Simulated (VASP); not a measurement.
# Na2S (Fm-3m) in VASP: a series of runs

The runs below take Na2S through single point, with PBE.

Program: VASP 6.6.1. These are calculated values, not measurements. Logs are shortened: lines on timing, memory, paths and dates and some standing lists are left out, and cuts for length are marked.

## (1) The cell of the first run

Symmetry: Fm-3m, No. 225, cubic system. Conventional cell: a = 6.434 Å, b = 6.434 Å, c = 6.434 Å, α = 90.00°, β = 90.00°, γ = 90.00°. Na (site symmetry -43m) has 4 S at 2.79 Å and 6 Na at 3.22 Å within 3.7 Å. Within 3.7 Å of S (site symmetry m-3m) lie 8 Na at 2.79 Å.

## (2) Single point, PBE (volume changed by -6%)

The input, INCAR:

```
  PREC = Accurate
  ENCUT = 500
  EDIFF = 1E-6
  ISMEAR = 0
  SIGMA = 0.01
  LREAL = False
  LASPH = True
  NELM = 120
  ALGO = Normal
  ISIF = 2
  LWAVE = False
  LCHARG = False
  GGA = PE
  NBANDS = 17
  GGA_COMPAT = False
```

The input, KPOINTS:

```
regular mesh
0
Gamma
  6 6 6
```

The input, POSCAR:

```
Na2S
1.0
    0.0000000000      3.2169663123      3.2169663123
    3.2169663123      0.0000000000      3.2169663123
    3.2169663123      3.2169663123      0.0000000000
Na S
2 1
Direct
    0.2500000000      0.2500000000      0.2500000000
    0.7500000000      0.7500000000      0.7500000000
    0.0000000000      0.0000000000      0.0000000000
```

Potentials or basis: VASP PAW PBE potentials, release 64 (Na_pv, S).

The run is started by

```console
> cat potpaw_PBE.64/Na_pv/POTCAR potpaw_PBE.64/S/POTCAR > POTCAR
> mpirun -np 1 vasp_std > vasp.out
```

OUTCAR:

```text
PREC = Accurate
   ENCUT = 500
   EDIFF = 1E-6
   ISMEAR = 0
   LREAL = False
   LASPH = True
   NELM = 120
   ISIF = 2
   GGA = PE

 ion  position               nearest neighbor table
   1  0.250  0.250  0.250-   3 2.79   3 2.79   3 2.79   3 2.79
   2  0.750  0.750  0.750-   3 2.79   3 2.79   3 2.79   3 2.79
   3  0.000  0.000  0.000-   2 2.79   2 2.79   2 2.79   1 2.79   1 2.79   1 2.79   2 2.79   1 2.79

  LATTYP: Found a face centered cubic cell.
 ALAT       =     6.4339326246

  Lattice vectors:

 A1 = (   0.0000000000,   3.2169663123,   3.2169663123)
 A2 = (   3.2169663123,   0.0000000000,   3.2169663123)
 A3 = (   3.2169663123,   3.2169663123,   0.0000000000)

Analysis of symmetry for initial positions (statically):
=====================================================================
 Subroutine PRICEL returns:
 Original cell was already a primitive cell.

 Routine SETGRP: Setting up the symmetry group for a
 face centered cubic supercell.

 Subroutine GETGRP returns: Found 48 space group operations
[... 9 lines left out ...]

 Routine SETGRP: Setting up the symmetry group for a
 face centered cubic supercell.

 Subroutine GETGRP returns: Found 48 space group operations
[... 11 lines left out ...]
                                     Primitive cell

  volume of cell :      66.5839

  direct lattice vectors                    reciprocal lattice vectors
     0.000000000  3.216966312  3.216966312    -0.155425936  0.155425936  0.155425936
     3.216966312  0.000000000  3.216966312     0.155425936 -0.155425936  0.155425936
     3.216966312  3.216966312  0.000000000     0.155425936  0.155425936 -0.155425936

  length of vectors
     4.549477389  4.549477389  4.549477389     0.269205618  0.269205618  0.269205618

  position of ions in fractional coordinates (direct lattice)
     0.250000000  0.250000000  0.250000000
     0.750000000  0.750000000  0.750000000
     0.000000000  0.000000000  0.000000000

  ion indices of the primitive-cell ions
   primitive index   ion index
                 1           1
                 2           2
                 3           3

----------------------------------------------------------------------------------------

 KPOINTS: regular mesh

Automatic generation of k-mesh.
 Grid dimensions read from file:
 generate k-points for:    6    6    6

 Generating k-lattice:

  Cartesian coordinates                     Fractional coordinates (reciprocal lattice)
    -0.025904323  0.025904323  0.025904323     0.166666667  0.000000000  0.000000000
     0.025904323 -0.025904323  0.025904323     0.000000000  0.166666667  0.000000000
     0.025904323  0.025904323 -0.025904323     0.000000000  0.000000000  0.166666667

  Length of vectors
     0.044867603  0.044867603  0.044867603

  Shift w.r.t. Gamma in fractional coordinates (k-lattice)
     0.000000000  0.000000000  0.000000000

 Subroutine IBZKPT returns following result:
 ===========================================

 Found     16 irreducible k-points:

 Following reciprocal coordinates:
            Coordinates               Weight
  0.000000  0.000000  0.000000      1.000000
  0.166667  0.000000  0.000000      8.000000
  0.333333  0.000000  0.000000      8.000000
  0.500000  0.000000  0.000000      4.000000
  0.166667  0.166667  0.000000      6.000000
  0.333333  0.166667  0.000000     24.000000
[... 8 lines left out ...]
 -0.333333  0.333333  0.166667     24.000000
 -0.333333  0.500000  0.166667     12.000000
   k-points           NKPTS =     16   k-points in BZ     NKDIM =     16   number of bands    NBANDS=     17
   number of dos      NEDOS =    301   number of ions     NIONS =      3
   total plane-waves  NPLWV =  46656
   dimension x,y,z NGX =    36 NGY =   36 NGZ =   36
   dimension x,y,z NGXF=    72 NGYF=   72 NGZF=   72
   ions per type =               2   1
   NGX,Y,Z   is equivalent  to a cutoff of  13.16, 13.16, 13.16 a.u.
   NGXF,Y,Z  is equivalent  to a cutoff of  26.31, 26.31, 26.31 a.u.
 SYSTEM =  unknown system
   PREC   = accura    normal or accurate (medium, high low for compatibility)
   ISTART =      0    job   : 0-new  1-cont  2-samecut
   ICHARG =      2    charge: 1-file 2-atom 10-const
   ISPIN  =      1    spin polarized calculation?
   LNONCOLLINEAR =      F non collinear calculations
   LSORBIT =      F    spin-orbit coupling
   LASPH  =      T    aspherical Exc in radial PAW
   ENCUT  =  500.0 eV  36.75 Ry    6.06 a.u.   8.29  8.29  8.29*2*pi/ulx,y,z
   NELM   =    120;   NELMIN=  2; NELMDL= -5     # of ELM steps
   EDIFF  = 0.1E-05   stopping-criterion for ELM
   LREAL  =      F    real-space projection
   EDIFFG = 0.1E-04   stopping-criterion for IOM
   NSW    =      0    number of steps for IOM
   IBRION =     -1    ionic relax: 0-MD 1-quasi-New 2-CG
   NFREE  =      0    steps in history (QN), initial steepest desc. (CG)
   ISIF   =      2    stress and relaxation
   ISYM   =      2    0-nonsym 1-usesym 2-fastsym
   POTIM  = 0.5000    time-step for ionic-motion
   TEBEG  =    0.0;   TEEND  =   0.0 temperature during run
   PSTRESS=    0.0 pullay stress
   NELECT =      20.0000    total number of electrons
   NUPDOWN=      -1.0000    fix difference up-down
   EMIN   =  10.00;   EMAX   =-10.00  energy-range for DOS
   EFERMI =   0.00;   METHOD = LEGACY
   ISMEAR =     0;   SIGMA  =   0.01  broadening in eV -4-tet -1-fermi 0-gaus
   EFERMI_NEDOS =   21; number of points for ismear=-14 and -15
   IALGO  =     38    algorithm
   IMIX   =      4    mixing-type and parameters
     AMIX     =   0.40;   BMIX     =  1.00
     AMIX_MAG =   1.60;   BMIX_MAG =  1.00
  volume/ion in A,a.u.               =      22.19       149.78
  Fermi-wavevector in a.u.,A,eV,Ry     =   1.096381  2.071860 16.354912  1.202052
  Thomas-Fermi vector in A             =   2.232722
   LORBIT       =      0    0 simple, 1 ext, 2 COOP (PROOUT), +10 PAW based schemes
   GGA     = PE    functional components
   LHFCALC =     F    Hartree Fock is set to
   AEXX    =    0.0000 exact exchange contribution
   IVDW    =     0    specifies the selected vdW correction
   LEPSILON=     F    determine dielectric tensor
   LRPA    =     F    only Hartree local field effects (RPA)
 non-spin polarized calculation
 Gauss-broadening in eV      SIGMA  =   0.01
  energy-cutoff  :      500.00
  volume of cell :       66.58
 maximum number of plane-waves:      1711
 NGX is ok and might be reduce to    36
   NGX = 17   NGY = 17   NGZ = 17

 number of electron      19.9999994 magnetization

 Free energy of the ion-electron system (eV)
  ---------------------------------------------------
  ext. energy  EPLUGINS =         0.00000000
  ---------------------------------------------------
  free energy    TOTEN  =        -9.94984737 eV

  energy without entropy =       -9.94984737  energy(sigma->0) =       -9.94984737

 E-fermi :   0.5405     XC(G=0):  -8.0096

 val. band max:        0.4057060521   @ k =   0.0000   0.0000   0.0000
 cond. band min:       3.0581775625   @ k =   0.0000   0.0000   0.0000
 fundamental gap:      2.6524715104
 Fermi energy:         0.5404720996

 k-point     1 :       0.0000    0.0000    0.0000
  band No.  band energies     occupation
      1     -21.7344      2.00000
      2     -21.7344      2.00000
      3     -21.7344      2.00000
      4     -21.6717      2.00000
      5     -21.6717      2.00000
      6     -21.6717      2.00000
[... 9 lines left out ...]
     16       9.8764      0.00000
     17      11.9033      0.00000

 k-point     2 :       0.1667    0.0000    0.0000
  band No.  band energies     occupation
      1     -21.7318      2.00000
      2     -21.7305      2.00000
      3     -21.7305      2.00000
      4     -21.6783      2.00000
      5     -21.6762      2.00000
      6     -21.6762      2.00000
[... 9 lines left out ...]
     16       9.4428      0.00000
     17      11.2527      0.00000

 k-point     3 :       0.3333    0.0000    0.0000
  band No.  band energies     occupation
      1     -21.7242      2.00000
      2     -21.7196      2.00000
      3     -21.7196      2.00000
      4     -21.6938      2.00000
      5     -21.6882      2.00000
      6     -21.6882      2.00000
[... 9 lines left out ...]
     16      10.3646      0.00000
     17      11.0920      0.00000

 k-point     4 :       0.5000    0.0000    0.0000
  band No.  band energies     occupation
      1     -21.7143      2.00000
      2     -21.7076      2.00000
      3     -21.7052      2.00000
      4     -21.7052      2.00000
      5     -21.7032      2.00000
      6     -21.7032      2.00000
[... 9 lines left out ...]
     16      12.0036      0.00000
     17      12.0142      0.00000

 k-point     5 :       0.1667    0.1667    0.0000
  band No.  band energies     occupation
      1     -21.7378      2.00000
      2     -21.7378      2.00000
      3     -21.7147      2.00000
      4     -21.6956      2.00000
      5     -21.6695      2.00000
      6     -21.6695      2.00000
[... 9 lines left out ...]
     16      10.2526      0.00000
     17      12.5153      0.00000

 k-point     6 :       0.3333    0.1667    0.0000
  band No.  band energies     occupation
      1     -21.7375      2.00000
      2     -21.7362      2.00000
      3     -21.7175      2.00000
      4     -21.6964      2.00000
      5     -21.6733      2.00000
      6     -21.6723      2.00000
[... 9 lines left out ...]
     16      10.9568      0.00000
     17      11.9956      0.00000
[... 121 lines left out ...]
 k-point    13 :       0.5000    0.5000    0.0000
  band No.  band energies     occupation
      1     -21.7665      2.00000
      2     -21.7479      2.00000
      3     -21.7479      2.00000
      4     -21.6631      2.00000
      5     -21.6631      2.00000
      6     -21.6554      2.00000
[... 9 lines left out ...]
     16      12.5622      0.00000
     17      12.5956      0.00000

 k-point    14 :       0.5000    0.3333    0.1667
  band No.  band energies     occupation
      1     -21.7495      2.00000
      2     -21.7385      2.00000
      3     -21.7239      2.00000
      4     -21.6871      2.00000
      5     -21.6775      2.00000
      6     -21.6632      2.00000
[... 9 lines left out ...]
     16      11.7903      0.00000
     17      12.7138      0.00000

 k-point    15 :      -0.3333    0.3333    0.1667
  band No.  band energies     occupation
      1     -21.7534      2.00000
      2     -21.7471      2.00000
      3     -21.7059      2.00000
      4     -21.7058      2.00000
      5     -21.6658      2.00000
      6     -21.6648      2.00000
[... 9 lines left out ...]
     16      11.2879      0.00000
     17      12.6866      0.00000

 k-point    16 :      -0.3333    0.5000    0.1667
  band No.  band energies     occupation
      1     -21.7627      2.00000
      2     -21.7517      2.00000
      3     -21.7268      2.00000
      4     -21.6844      2.00000
      5     -21.6612      2.00000
      6     -21.6573      2.00000
[... 9 lines left out ...]
     16      11.8576      0.00000
     17      12.6692      0.00000

------------------------ aborting loop because EDIFF is reached ----------------------------------------

  FORCE on cell =-STRESS in cart. coord.  units (eV):
  Direction    XX          YY          ZZ          XY          YZ          ZX
  --------------------------------------------------------------------------------------
  -------------------------------------------------------------------------------------
  Total        0.8305225      0.8305225      0.8305225      0.0000000     -0.0000000     -0.0000000
  in kB       19.9844618     19.9844618     19.9844618      0.0000000     -0.0000000     -0.0000000
  external PRESSURE =      19.9844618 kB  Pullay stress =       0.0000000 kB

 VOLUME and BASIS-vectors are now :
 -----------------------------------------------------------------------------
  energy-cutoff  :      500.00
  volume of cell :       66.58
      direct lattice vectors                 reciprocal lattice vectors
     0.000000000  3.216966312  3.216966312    -0.155425936  0.155425936  0.155425936
     3.216966312  0.000000000  3.216966312     0.155425936 -0.155425936  0.155425936
     3.216966312  3.216966312  0.000000000     0.155425936  0.155425936 -0.155425936

 POSITION                                       TOTAL-FORCE (eV/Angst)
 -----------------------------------------------------------------------------------
      1.60848      1.60848      1.60848        -0.000000     -0.000000     -0.000000
      4.82545      4.82545      4.82545         0.000000     -0.000000      0.000000
      0.00000      0.00000      0.00000        -0.000000      0.000000      0.000000
 -----------------------------------------------------------------------------------
    total drift:                                0.000000      0.000000      0.000000

  FREE ENERGIE OF THE ION-ELECTRON SYSTEM (eV)
  ---------------------------------------------------
  free  energy   TOTEN  =        -9.9498473665 eV

  energy  without entropy=       -9.9498473665  energy(sigma->0) =       -9.94984737
```

It took 19 s on 1 thread of Intel Xeon Platinum 8259CL at 2.50GHz (Skylake/Cascade Lake), shared host; peak memory 0.19 GiB.

What came out:

* Free energy: -9.9498 eV
* Pressure: 2.0 GPa
* Band gap on the k mesh: 2.65 eV, direct

[end of part 1 of 2]
